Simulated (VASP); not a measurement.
# BeC (P6_3/mmc) in VASP: a series of runs

Runs on BeC. Level: PBE. Tasks: single point, relaxation of cell and atoms.

Program: VASP 6.6.1. These are calculated values, not measurements. Logs are shortened: lines on timing, memory, paths and dates and some standing lists are left out, and cuts for length are marked.

## Step 1: The cell of the first run

It takes space group P6_3/mmc (No. 194, hexagonal). Conventional cell: a = 3.195 Å, b = 3.195 Å, c = 3.688 Å, α = 90.00°, β = 90.00°, γ = 120.00°. Be (site symmetry -6m2) has 5 C at 1.84 Å within 2.4 Å. C (site symmetry -6m2) has 5 Be at 1.84 Å within 2.4 Å.

## Step 2: Single point, PBE

Input file INCAR:

```
PREC = Accurate
ENCUT = 520
EDIFF = 1E-6
ISMEAR = 0
SIGMA = 0.1
LREAL = False
LASPH = True
NELM = 100
ALGO = Normal
ISIF = 2
LWAVE = False
LCHARG = False
GGA = PE
NBANDS = 14
```

Input file KPOINTS:

```
regular mesh
0
Gamma
  18 18 12
```

Input file POSCAR:

```
BeC
1.0
    3.1947199927      0.0000000000      0.0000000000
   -1.5973599963      2.7667086717      0.0000000000
    0.0000000000      0.0000000000      3.6876335792
Be C
2 2
Direct
    0.3333333333      0.6666666667      0.7500000000
    0.6666666667      0.3333333333      0.2500000000
    0.3333333333      0.6666666667      0.2500000000
    0.6666666667      0.3333333333      0.7500000000
```

Potentials or basis: VASP PAW PBE potentials, release 64 (Be, C).

Command:

```sh
$ cat potpaw_PBE.64/Be/POTCAR potpaw_PBE.64/C/POTCAR > POTCAR
$ mpirun -np 1 vasp_std > vasp.out
```

OUTCAR:

```text
PREC = Accurate
   ENCUT = 520
   EDIFF = 1E-6
   ISMEAR = 0
   LREAL = False
   LASPH = True
   NELM = 100
   ISIF = 2
   GGA = PE

 ion  position               nearest neighbor table
   1  0.333  0.667  0.750-   3 1.84   3 1.84   4 1.84   4 1.84   4 1.84
   2  0.667  0.333  0.250-   4 1.84   4 1.84   3 1.84   3 1.84   3 1.84
   3  0.333  0.667  0.250-   1 1.84   1 1.84   2 1.84   2 1.84   2 1.84
   4  0.667  0.333  0.750-   2 1.84   2 1.84   1 1.84   1 1.84   1 1.84

  LATTYP: Found a hexagonal cell.
 ALAT       =     3.1947199927
 C/A-ratio  =     1.1542900748

  Lattice vectors:

 A1 = (   3.1947199927,   0.0000000000,   0.0000000000)
 A2 = (  -1.5973599963,   2.7667086717,   0.0000000000)
 A3 = (   0.0000000000,   0.0000000000,   3.6876335792)

Analysis of symmetry for initial positions (statically):
=====================================================================
 Subroutine PRICEL returns:
 Original cell was already a primitive cell.

 Routine SETGRP: Setting up the symmetry group for a
 hexagonal supercell.

 Subroutine GETGRP returns: Found 24 space group operations
 (whereof 12 operations were pure point group operations)
 out of a pool of 24 trial point group operations.

The static configuration has the point symmetry D_3d.
 The point group associated with its full space group is D_6h.

Analysis of symmetry for dynamics (positions and initial velocities):
=====================================================================
 Subroutine PRICEL returns:
 Original cell was already a primitive cell.

 Routine SETGRP: Setting up the symmetry group for a
 hexagonal supercell.

 Subroutine GETGRP returns: Found 24 space group operations
 (whereof 12 operations were pure point group operations)
 out of a pool of 24 trial point group operations.

The dynamic configuration has the point symmetry D_3d.
 The point group associated with its full space group is D_6h.

 Subroutine INISYM returns: Found 24 space group operations
 (whereof 12 operations are pure point group operations),
 and found     1 'primitive' translations

----------------------------------------------------------------------------------------

                                     Primitive cell

  volume of cell :      32.5945

  direct lattice vectors                    reciprocal lattice vectors
     3.194719993  0.000000000  0.000000000     0.313016478  0.180720148  0.000000000
    -1.597359996  2.766708672  0.000000000     0.000000000  0.361440296  0.000000000
     0.000000000  0.000000000  3.687633579     0.000000000  0.000000000  0.271176617

  length of vectors
     3.194719993  3.194719993  3.687633579     0.361440296  0.361440296  0.271176617

  position of ions in fractional coordinates (direct lattice)
     0.333333333  0.666666667  0.750000000
     0.666666667  0.333333333  0.250000000
     0.333333333  0.666666667  0.250000000
     0.666666667  0.333333333  0.750000000

  ion indices of the primitive-cell ions
   primitive index   ion index
                 1           1
                 2           2
                 3           3
                 4           4

----------------------------------------------------------------------------------------

 KPOINTS: regular mesh

Automatic generation of k-mesh.
 Grid dimensions read from file:
 generate k-points for:   18   18   12

 Generating k-lattice:

  Cartesian coordinates                     Fractional coordinates (reciprocal lattice)
     0.017389804  0.010040008  0.000000000     0.055555556  0.000000000  0.000000000
     0.000000000  0.020080016  0.000000000     0.000000000  0.055555556  0.000000000
     0.000000000  0.000000000  0.022598051     0.000000000  0.000000000  0.083333333

  Length of vectors
     0.020080016  0.020080016  0.022598051

  Shift w.r.t. Gamma in fractional coordinates (k-lattice)
     0.000000000  0.000000000  0.000000000

 Subroutine IBZKPT returns following result:
 ===========================================

 Found    259 irreducible k-points:

 Following reciprocal coordinates:
            Coordinates               Weight
  0.000000  0.000000  0.000000      1.000000
  0.055556  0.000000  0.000000      6.000000
  0.111111  0.000000  0.000000      6.000000
  0.166667  0.000000  0.000000      6.000000
  0.222222 -0.000000  0.000000      6.000000
  0.277778  0.000000  0.000000      6.000000
[... 16 lines left out ...]
  0.333333  0.111111  0.000000     12.000000
  0.388889  0.111111  0.000000     12.000000
 [... further k-points ...]
   k-points           NKPTS =    259   k-points in BZ     NKDIM =    259   number of bands    NBANDS=     14
   number of dos      NEDOS =    301   number of ions     NIONS =      4
   total plane-waves  NPLWV =  16128
   dimension x,y,z NGX =    24 NGY =   24 NGZ =   28
   dimension x,y,z NGXF=    48 NGYF=   48 NGZF=   56
   ions per type =               2   2
   NGX,Y,Z   is equivalent  to a cutoff of  12.49, 12.49, 12.62 a.u.
   NGXF,Y,Z  is equivalent  to a cutoff of  24.98, 24.98, 25.25 a.u.
 SYSTEM =  unknown system
   PREC   = accura    normal or accurate (medium, high low for compatibility)
   ISTART =      0    job   : 0-new  1-cont  2-samecut
   ICHARG =      2    charge: 1-file 2-atom 10-const
   ISPIN  =      1    spin polarized calculation?
   LNONCOLLINEAR =      F non collinear calculations
   LSORBIT =      F    spin-orbit coupling
   LASPH  =      T    aspherical Exc in radial PAW
   ENCUT  =  520.0 eV  38.22 Ry    6.18 a.u.   5.94  5.94  6.86*2*pi/ulx,y,z
   NELM   =    100;   NELMIN=  2; NELMDL= -5     # of ELM steps
   EDIFF  = 0.1E-05   stopping-criterion for ELM
   LREAL  =      F    real-space projection
   EDIFFG = 0.1E-04   stopping-criterion for IOM
   NSW    =      0    number of steps for IOM
   IBRION =     -1    ionic relax: 0-MD 1-quasi-New 2-CG
   NFREE  =      0    steps in history (QN), initial steepest desc. (CG)
   ISIF   =      2    stress and relaxation
   ISYM   =      2    0-nonsym 1-usesym 2-fastsym
   POTIM  = 0.5000    time-step for ionic-motion
   TEBEG  =    0.0;   TEEND  =   0.0 temperature during run
   PSTRESS=    0.0 pullay stress
   NELECT =      12.0000    total number of electrons
   NUPDOWN=      -1.0000    fix difference up-down
   EMIN   =  10.00;   EMAX   =-10.00  energy-range for DOS
   EFERMI =   0.00;   METHOD = LEGACY
   ISMEAR =     0;   SIGMA  =   0.10  broadening in eV -4-tet -1-fermi 0-gaus
   EFERMI_NEDOS =   21; number of points for ismear=-14 and -15
   IALGO  =     38    algorithm
   IMIX   =      4    mixing-type and parameters
     AMIX     =   0.40;   BMIX     =  1.00
     AMIX_MAG =   1.60;   BMIX_MAG =  1.00
  volume/ion in A,a.u.               =       8.15        54.99
  Fermi-wavevector in a.u.,A,eV,Ry     =   1.173331  2.217274 18.731221  1.376706
  Thomas-Fermi vector in A             =   2.309746
   LORBIT       =      0    0 simple, 1 ext, 2 COOP (PROOUT), +10 PAW based schemes
   GGA     = PE    functional components
   LHFCALC =     F    Hartree Fock is set to
   AEXX    =    0.0000 exact exchange contribution
   IVDW    =     0    specifies the selected vdW correction
   LEPSILON=     F    determine dielectric tensor
   LRPA    =     F    only Hartree local field effects (RPA)
 non-spin polarized calculation
 Gauss-broadening in eV      SIGMA  =   0.10
  energy-cutoff  :      520.00
  volume of cell :       32.59
 maximum number of plane-waves:       895
 NGX is ok and might be reduce to    24
   NGX = 11   NGY = 11   NGZ = 13

 number of electron      12.0000001 magnetization

 Free energy of the ion-electron system (eV)
  ---------------------------------------------------
  ext. energy  EPLUGINS =         0.00000000
  ---------------------------------------------------
  free energy    TOTEN  =       -21.47587171 eV

  energy without entropy =      -21.46954609  energy(sigma->0) =      -21.47270890

 E-fermi :   4.9109     XC(G=0): -10.8614

 val. band max:        4.9037316152   @ k =   0.1111   0.1111   0.1667
 cond. band min:       4.9249269807   @ k =   0.3333   0.1111   0.2500
 fundamental gap:      0.0211953655
 Fermi energy:         4.9109077167

 k-point     1 :       0.0000    0.0000    0.0000
  band No.  band energies     occupation
      1      -9.1773      2.00000
      2      -1.9651      2.00000
      3      -1.3742      2.00000
      4       2.9376      2.00000
      5       2.9376      2.00000
      6       6.6509      0.00000
      7       6.6509      0.00000
      8       7.1067      0.00000
      9      12.6294      0.00000
     10      13.0059      0.00000
     11      13.0059      0.00000
     12      15.0167      0.00000
     13      17.5893      0.00000
     14      17.5893      0.00000

 k-point     2 :       0.0556    0.0000    0.0000
  band No.  band energies     occupation
      1      -9.1363      2.00000
      2      -2.0040      2.00000
      3      -1.3309      2.00000
      4       2.8432      2.00000
      5       2.8524      2.00000
      6       6.5684      0.00000
      7       6.6777      0.00000
      8       7.0200      0.00000
      9      12.7018      0.00000
     10      12.8876      0.00000
     11      13.1085      0.00000
     12      15.3335      0.00000
     13      17.6501      0.00000
     14      17.7224      0.00000
[... 343 lines left out ...]
      1      -7.1950      2.00000
      2      -4.3687      2.00000
      3       0.3085      2.00000
      4       0.6158      2.00000
      5       2.4549      2.00000
      6       3.9494      2.00000
      7       4.5474      2.00000
      8       6.2287      0.00000
      9      11.8694      0.00000
     10      16.0386      0.00000
     11      16.3735      0.00000
     12      18.3202      0.00000
     13      19.6231      0.00000
     14      19.9663      0.00000

 k-point    24 :       0.3889    0.1111    0.0000
  band No.  band energies     occupation
      1      -6.7550      2.00000
      2      -4.8875      2.00000
      3       0.1409      2.00000
      4       0.9953      2.00000
      5       2.5848      2.00000
      6       3.4780      2.00000
      7       4.2576      2.00000
      8       6.1788      0.00000
      9      11.8051      0.00000
     10      16.0869      0.00000
     11      17.0788      0.00000
     12      18.6671      0.00000
     13      19.3184      0.00000
     14      20.3316      0.00000

 [... further k-points ...]

------------------------ aborting loop because EDIFF is reached ----------------------------------------

  FORCE on cell =-STRESS in cart. coord.  units (eV):
  Direction    XX          YY          ZZ          XY          YZ          ZX
  --------------------------------------------------------------------------------------
  -------------------------------------------------------------------------------------
  Total        0.0353808      0.0353808      0.0462509      0.0000000     -0.0000000      0.0000000
  in kB        1.7391395      1.7391395      2.2734573      0.0000000     -0.0000000      0.0000000
  external PRESSURE =       1.9172454 kB  Pullay stress =       0.0000000 kB

 VOLUME and BASIS-vectors are now :
 -----------------------------------------------------------------------------
  energy-cutoff  :      520.00
  volume of cell :       32.59
      direct lattice vectors                 reciprocal lattice vectors
     3.194719993  0.000000000  0.000000000     0.313016478  0.180720148  0.000000000
    -1.597359996  2.766708672  0.000000000     0.000000000  0.361440296  0.000000000
     0.000000000  0.000000000  3.687633579     0.000000000  0.000000000  0.271176617

 POSITION                                       TOTAL-FORCE (eV/Angst)
 -----------------------------------------------------------------------------------
     -0.00000      1.84447      2.76573        -0.000000     -0.000000      0.000000
      1.59736      0.92224      0.92191         0.000000      0.000000      0.000000
     -0.00000      1.84447      0.92191         0.000000      0.000000      0.000000
      1.59736      0.92224      2.76573        -0.000000     -0.000000      0.000000
 -----------------------------------------------------------------------------------
    total drift:                               -0.000000      0.000000      0.000000

  FREE ENERGIE OF THE ION-ELECTRON SYSTEM (eV)
  ---------------------------------------------------
  free  energy   TOTEN  =       -21.4758717067 eV

  energy  without entropy=      -21.4695460905  energy(sigma->0) =      -21.47270890
```

It took 32 s on 1 thread of Intel Xeon 6975P-C (Granite Rapids), shared host; peak memory 0.22 GiB.

What came out:

```
Free energy            : -21.4759 eV
Pressure               : 0.2 GPa
Band gap on the k mesh : zero (band 6 reaches 6.65 eV, above the bottom of band 7 at 4.09 eV)
```

[end of part 1 of 3]
